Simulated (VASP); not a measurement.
# WS2 (P6_3/mmc) in VASP: further runs, part 2 of 3

VASP 6.6.1.

## (3) Single point, PBE (uniaxial z strain -3.0%)

INCAR reads:

```
ALGO = Normal ; EDIFF = 1E-6
ENCUT = 500 ; GGA = PE
GGA_COMPAT = F ; ISIF = 2
ISMEAR = -1 ; LASPH = T
LCHARG = F ; LREAL = F
LWAVE = F ; NBANDS = 35
NELM = 120 ; PREC = Accurate
SIGMA = 0.02
```

KPOINTS reads:

```
k-points
0
Gamma
  12 12 2
```

POSCAR reads:

```
WS2
1.0
    3.1699462934      0.0000000000      0.0000000000
   -1.5849731467      2.7452540187      0.0000000000
    0.0000000000      0.0000000000     12.1163384359
W S
2 4
Direct
    0.3333333333      0.6666666667      0.2500000000
    0.6666666667      0.3333333333      0.7500000000
    0.6666666667      0.3333333333      0.3786382076
    0.6666666667      0.3333333333      0.1213617924
    0.3333333333      0.6666666667      0.8786382076
    0.3333333333      0.6666666667      0.6213617924
```

Potentials or basis: VASP PAW PBE potentials, release 64 (W_sv, S).

Run with:

```console
$ cat potpaw_PBE.64/W_sv/POTCAR potpaw_PBE.64/S/POTCAR > POTCAR
$ mpirun -np 1 vasp_std > vasp.out
```

OUTCAR:

```text
EDIFF = 1E-6
   ENCUT = 500
   GGA = PE
   ISIF = 2
   ISMEAR = -1
   LASPH = T
   LREAL = F
   NELM = 120
   PREC = Accurate

 ion  position               nearest neighbor table
   1  0.333  0.667  0.250-   3 2.40   4 2.40   3 2.40   4 2.40   3 2.40   4 2.40
   2  0.667  0.333  0.750-   5 2.40   6 2.40   5 2.40   6 2.40   5 2.40   6 2.40
   3  0.667  0.333  0.379-   1 2.40   1 2.40   1 2.40
   4  0.667  0.333  0.121-   1 2.40   1 2.40   1 2.40
   5  0.333  0.667  0.879-   2 2.40   2 2.40   2 2.40
   6  0.333  0.667  0.621-   2 2.40   2 2.40   2 2.40

  LATTYP: Found a hexagonal cell.
 ALAT       =     3.1699462934
 C/A-ratio  =     3.8222535382

  Lattice vectors:

 A1 = (   3.1699462934,   0.0000000000,   0.0000000000)
 A2 = (  -1.5849731467,   2.7452540187,   0.0000000000)
 A3 = (   0.0000000000,   0.0000000000,  12.1163384359)

Analysis of symmetry for initial positions (statically):
=====================================================================
 Subroutine PRICEL returns:
 Original cell was already a primitive cell.

 Routine SETGRP: Setting up the symmetry group for a
 hexagonal supercell.

 Subroutine GETGRP returns: Found 24 space group operations
 (whereof 12 operations were pure point group operations)
 out of a pool of 24 trial point group operations.

The static configuration has the point symmetry D_3d.
 The point group associated with its full space group is D_6h.

Analysis of symmetry for dynamics (positions and initial velocities):
=====================================================================
 Subroutine PRICEL returns:
 Original cell was already a primitive cell.

 Routine SETGRP: Setting up the symmetry group for a
 hexagonal supercell.

[... 124 lines left out ...]
   NELECT =      52.0000    total number of electrons
   NUPDOWN=      -1.0000    fix difference up-down
   EMIN   =  10.00;   EMAX   =-10.00  energy-range for DOS
   EFERMI =   0.00;   METHOD = LEGACY
   ISMEAR =    -1;   SIGMA  =   0.02  broadening in eV -4-tet -1-fermi 0-gaus
   EFERMI_NEDOS =   21; number of points for ismear=-14 and -15
   IALGO  =     38    algorithm
   IMIX   =      4    mixing-type and parameters
     AMIX     =   0.40;   BMIX     =  1.00
     AMIX_MAG =   1.60;   BMIX_MAG =  1.00
  volume/ion in A,a.u.               =      17.57       118.59
  Fermi-wavevector in a.u.,A,eV,Ry     =   1.293423  2.444216 22.761781  1.672944
  Thomas-Fermi vector in A             =   2.425070
   LORBIT       =      0    0 simple, 1 ext, 2 COOP (PROOUT), +10 PAW based schemes
   GGA     = PE    functional components
   LHFCALC =     F    Hartree Fock is set to
   AEXX    =    0.0000 exact exchange contribution
   IVDW    =     0    specifies the selected vdW correction
   LEPSILON=     F    determine dielectric tensor
   LRPA    =     F    only Hartree local field effects (RPA)
 non-spin polarized calculation
  energy-cutoff  :      500.00
  volume of cell :      105.44
 maximum number of plane-waves:      2712
 NGX is ok and might be reduce to    24
   NGX = 11   NGY = 11   NGZ = 45

 number of electron      51.9999994 magnetization

 Free energy of the ion-electron system (eV)
  ---------------------------------------------------
  ext. energy  EPLUGINS =         0.00000000
  ---------------------------------------------------
  free energy    TOTEN  =       -47.20099708 eV

  energy without entropy =      -47.20099708  energy(sigma->0) =      -47.20099708

 E-fermi :   8.1302     XC(G=0): -11.0229

 val. band max:        7.7001390581   @ k =   0.0000   0.0000   0.0000
 cond. band min:       8.6066454628   @ k =   0.1667   0.1667   0.0000
 fundamental gap:      0.9065064047
 Fermi energy:         8.1302040764

 k-point     1 :       0.0000    0.0000    0.0000
  band No.  band energies     occupation
      1     -67.0270      2.00000
      2     -67.0270      2.00000
      3     -31.2771      2.00000
      4     -31.2771      2.00000
      5     -31.1198      2.00000
      6     -31.1198      2.00000
[... 901 lines left out ...]
     34      11.4879      0.00000
     35      13.5099      0.00000

 [... further k-points ...]
[... 5 lines left out ...]
  --------------------------------------------------------------------------------------
  -------------------------------------------------------------------------------------
  Total        2.1490558      2.1490558      3.9948132      0.0000000      0.0000000      0.0000000
  in kB       32.6552063     32.6552063     60.7017515      0.0000000      0.0000000      0.0000000
  external PRESSURE =      42.0040547 kB  Pullay stress =       0.0000000 kB

 VOLUME and BASIS-vectors are now :
 -----------------------------------------------------------------------------
  energy-cutoff  :      500.00
  volume of cell :      105.44
      direct lattice vectors                 reciprocal lattice vectors
     3.169946293  0.000000000  0.000000000     0.315462758  0.182132508  0.000000000
    -1.584973147  2.745254019  0.000000000     0.000000000  0.364265016  0.000000000
     0.000000000  0.000000000 12.116338436     0.000000000  0.000000000  0.082533185

 POSITION                                       TOTAL-FORCE (eV/Angst)
 -----------------------------------------------------------------------------------
     -0.00000      1.83017      3.02908        -0.000000      0.000000      0.000000
      1.58497      0.91508      9.08725         0.000000      0.000000      0.000000
      1.58497      0.91508      4.58771         0.000000     -0.000000      0.209459
      1.58497      0.91508      1.47046         0.000000     -0.000000     -0.209459
     -0.00000      1.83017     10.64588        -0.000000      0.000000      0.209459
     -0.00000      1.83017      7.52863        -0.000000      0.000000     -0.209459
 -----------------------------------------------------------------------------------
    total drift:                                0.000000     -0.000000      0.000000

  FREE ENERGIE OF THE ION-ELECTRON SYSTEM (eV)
  ---------------------------------------------------
  free  energy   TOTEN  =       -47.2009970763 eV

  energy  without entropy=      -47.2009970763  energy(sigma->0) =      -47.20099708
```

OSZICAR:

```text
N       E                     dE             d eps       ncg     rms          rms(c)
DAV:   1     0.499098322399E+03    0.49910E+03   -0.27798E+04  2924   0.144E+03
DAV:   2    -0.177594813349E+02   -0.51686E+03   -0.49797E+03  3033   0.404E+02
DAV:   3    -0.491661680637E+02   -0.31407E+02   -0.30904E+02  3321   0.958E+01
DAV:   4    -0.498877753082E+02   -0.72161E+00   -0.71790E+00  3196   0.153E+01
DAV:   5    -0.499029012019E+02   -0.15126E-01   -0.15115E-01  3202   0.229E+00    0.383E+01
DAV:   6    -0.475520617046E+02    0.23508E+01   -0.83199E+00  3021   0.193E+01    0.165E+01
DAV:   7    -0.473340603334E+02    0.21800E+00   -0.25293E+00  2832   0.828E+00    0.676E+00
DAV:   8    -0.472014382986E+02    0.13262E+00   -0.38472E-01  3005   0.425E+00    0.216E+00
DAV:   9    -0.472036950371E+02   -0.22567E-02   -0.47265E-02  3175   0.113E+00    0.116E+00
DAV:  10    -0.472014916880E+02    0.22033E-02   -0.25347E-02  3113   0.101E+00    0.387E-01
DAV:  11    -0.472009976542E+02    0.49403E-03   -0.45104E-03  2902   0.405E-01    0.186E-01
DAV:  12    -0.472009757633E+02    0.21891E-04   -0.17633E-04  3068   0.768E-02    0.806E-02
DAV:  13    -0.472009956742E+02   -0.19911E-04   -0.31587E-05  2939   0.322E-02    0.578E-02
DAV:  14    -0.472009979983E+02   -0.23240E-05   -0.25131E-05  3096   0.291E-02    0.362E-02
DAV:  15    -0.472009970763E+02    0.92198E-06   -0.36141E-06  2680   0.129E-02
   1 F= -.47200997E+02 E0= -.47200997E+02  d E =-.236621E-11
```

Wall time 59 s (1 thread of Intel Xeon 6975P-C (Granite Rapids), shared host); peak memory 0.27 GiB.

What came out:

* Free energy: -47.2010 eV
* Pressure: 4.2 GPa
* Largest force: 0.209 eV/Å
* Band gap on the k mesh: 0.91 eV, indirect (least direct gap 1.74 eV)

Forces in eV/Å, atoms in the order of the input:
```
W    0.000  0.000  0.000
W    0.000  0.000  0.000
S    0.000  0.000  0.209
S    0.000  0.000 -0.209
S    0.000  0.000  0.209
S    0.000  0.000 -0.209
```

Caveat: the cell differs from its parent crystal (uniaxial z strain -3.0%); spin-orbit coupling is left out, which moves the levels of the heavy elements; this functional lacks dispersion, which binds the layers, so the pressure and a relaxed spacing across them are unreliable. A k mesh can miss the band edges.

## (4) Single point, PBE (uniaxial z strain -2.0%)

INCAR reads:

```
ALGO = Normal ; EDIFF = 1E-6
ENCUT = 500 ; GGA = PE
GGA_COMPAT = False ; ISIF = 2
ISMEAR = -1 ; LASPH = True
LCHARG = False ; LREAL = False
LWAVE = False ; NBANDS = 35
NELM = 120 ; PREC = Accurate
SIGMA = 0.02
```

KPOINTS is that of step 3.

POSCAR reads:

```
WS2
1.0
    3.1699462934      0.0000000000      0.0000000000
   -1.5849731467      2.7452540187      0.0000000000
    0.0000000000      0.0000000000     12.2412491414
W S
2 4
Direct
    0.3333333333      0.6666666667      0.2500000000
    0.6666666667      0.3333333333      0.7500000000
    0.6666666667      0.3333333333      0.3774580259
    0.6666666667      0.3333333333      0.1225419741
    0.3333333333      0.6666666667      0.8774580259
    0.3333333333      0.6666666667      0.6225419741
```

Potentials or basis: VASP PAW PBE potentials, release 64 (W_sv, S).

Run with:

```console
$ cat potpaw_PBE.64/W_sv/POTCAR potpaw_PBE.64/S/POTCAR > POTCAR
$ mpirun -np 1 vasp_std > vasp.out
```

OUTCAR:

```text
EDIFF = 1E-6
   ENCUT = 500
   GGA = PE
   ISIF = 2
   ISMEAR = -1
   LASPH = True
   LREAL = False
   NELM = 120
   PREC = Accurate

 ion  position               nearest neighbor table
   1  0.333  0.667  0.250-   3 2.40   4 2.40   3 2.40   4 2.40   3 2.40   4 2.40
   2  0.667  0.333  0.750-   5 2.40   6 2.40   5 2.40   6 2.40   5 2.40   6 2.40
   3  0.667  0.333  0.377-   1 2.40   1 2.40   1 2.40
   4  0.667  0.333  0.123-   1 2.40   1 2.40   1 2.40
   5  0.333  0.667  0.877-   2 2.40   2 2.40   2 2.40
   6  0.333  0.667  0.623-   2 2.40   2 2.40   2 2.40

[... 1120 lines left out ...]
  -------------------------------------------------------------------------------------
  Total        2.0476952      2.0476952      3.5372657     -0.0000000      0.0000000      0.0000000
  in kB       30.7975180     30.7975180     53.2007901     -0.0000000      0.0000000      0.0000000
  external PRESSURE =      38.2652753 kB  Pullay stress =       0.0000000 kB

 VOLUME and BASIS-vectors are now :
 -----------------------------------------------------------------------------
  energy-cutoff  :      500.00
  volume of cell :      106.53
      direct lattice vectors                 reciprocal lattice vectors
     3.169946293  0.000000000  0.000000000     0.315462758  0.182132508  0.000000000
    -1.584973147  2.745254019  0.000000000     0.000000000  0.364265016  0.000000000
     0.000000000  0.000000000 12.241249141     0.000000000  0.000000000  0.081691010

 POSITION                                       TOTAL-FORCE (eV/Angst)
 -----------------------------------------------------------------------------------
     -0.00000      1.83017      3.06031        -0.000000      0.000000      0.000000
      1.58497      0.91508      9.18094        -0.000000     -0.000000      0.000000
      1.58497      0.91508      4.62056         0.000000     -0.000000      0.204515
      1.58497      0.91508      1.50007         0.000000     -0.000000     -0.204515
     -0.00000      1.83017     10.74118         0.000000      0.000000      0.204515
     -0.00000      1.83017      7.62069        -0.000000      0.000000     -0.204515
 -----------------------------------------------------------------------------------
    total drift:                               -0.000000      0.000000     -0.000000

  FREE ENERGIE OF THE ION-ELECTRON SYSTEM (eV)
  ---------------------------------------------------
  free  energy   TOTEN  =       -47.2281316336 eV

  energy  without entropy=      -47.2281316336  energy(sigma->0) =      -47.22813163
```

It took 63 s on 1 thread of Intel Xeon 6975P-C (Granite Rapids), shared host; peak memory 0.26 GiB.

What came out:

| Item | Value |
| --- | --- |
| Free energy | -47.2281 eV |
| Pressure | 3.8 GPa |
| Largest force | 0.205 eV/Å |
| Band gap on the k mesh | 0.96 eV, indirect (least direct gap 1.75 eV) |

Forces in eV/Å, atoms in the order of the input:
```
W    0.000  0.000  0.000
W    0.000  0.000  0.000
S    0.000  0.000  0.205
S    0.000  0.000 -0.205
S    0.000  0.000  0.205
S    0.000  0.000 -0.205
```

Caveat: the cell differs from its parent crystal (uniaxial z strain -2.0%); spin-orbit coupling is left out, which moves the levels of the heavy elements; this functional lacks dispersion, which binds the layers, so the pressure and a relaxed spacing across them are unreliable. A k mesh can miss the band edges.

## (5) Single point, PBE (uniaxial z strain -1.0%)

INCAR reads:

```
  ALGO = Normal
  EDIFF = 1E-6
  ENCUT = 500
  GGA = PE
  GGA_COMPAT = F
  ISIF = 2
  ISMEAR = -1
  LASPH = T
  LCHARG = F
  LREAL = F
  LWAVE = F
  NBANDS = 35
  NELM = 120
  PREC = Accurate
  SIGMA = 0.02
```

KPOINTS is that of step 4.

POSCAR reads:

```
WS2
1.0
    3.1699462934      0.0000000000      0.0000000000
   -1.5849731467      2.7452540187      0.0000000000
    0.0000000000      0.0000000000     12.3661598469
W S
2 4
Direct
    0.3333333333      0.6666666667      0.2500000000
    0.6666666667      0.3333333333      0.7500000000
    0.6666666667      0.3333333333      0.3762748988
    0.6666666667      0.3333333333      0.1237251012
    0.3333333333      0.6666666667      0.8762748988
    0.3333333333      0.6666666667      0.6237251012
```

Run with:

```console
$ cat potpaw_PBE.64/W_sv/POTCAR potpaw_PBE.64/S/POTCAR > POTCAR
$ mpirun -np 1 vasp_std > vasp.out
```

Wall time 58 s (1 thread of Intel Xeon 6975P-C (Granite Rapids), shared host); peak memory 0.27 GiB.

Results (log left out):

```yaml
Free_energy: -47.2507 eV
Pressure: 3.5 GPa
Largest_force: 0.202 eV/Å
Band_gap_on_the_k_mesh: 1.01 eV, indirect (least direct gap 1.77 eV)
```

Forces in eV/Å, atoms in the order of the input:
```
W    0.000  0.000  0.000
W    0.000  0.000  0.000
S    0.000  0.000  0.202
S    0.000  0.000 -0.202
S    0.000  0.000  0.202
S    0.000  0.000 -0.202
```

Stress tensor (GPa, compression positive):
```
2.92 0.00 0.00
0.00 2.92 0.00
0.00 0.00 4.70
```

Levels at points of the mesh, in eV from the valence-band top:
| k point | band 23 | band 24 | band 25 | band 26 | band 27 | band 28 | band 29 | band 30 |
| --- | --- | --- | --- | --- | --- | --- | --- | --- |
| (0.00, 0.00, 0.00) | -2.27 | -1.54 | -1.15 | 0.00 | 2.25 | 2.25 | 2.26 | 2.26 |
| (0.50, 0.00, 0.00) | -2.04 | -1.85 | -1.72 | -1.53 | 2.23 | 2.27 | 2.57 | 2.81 |
| (0.00, 0.00, 0.50) | -2.30 | -2.30 | -0.31 | -0.31 | 2.25 | 2.25 | 2.25 | 2.25 |
| (0.50, 0.00, 0.50) | -1.95 | -1.95 | -1.61 | -1.61 | 2.24 | 2.24 | 2.71 | 2.71 |

Caveat: the cell differs from its parent crystal (uniaxial z strain -1.0%); spin-orbit coupling is left out, which moves the levels of the heavy elements; this functional lacks dispersion, which binds the layers, so the pressure and a relaxed spacing across them are unreliable.

[end of part 2 of 3]
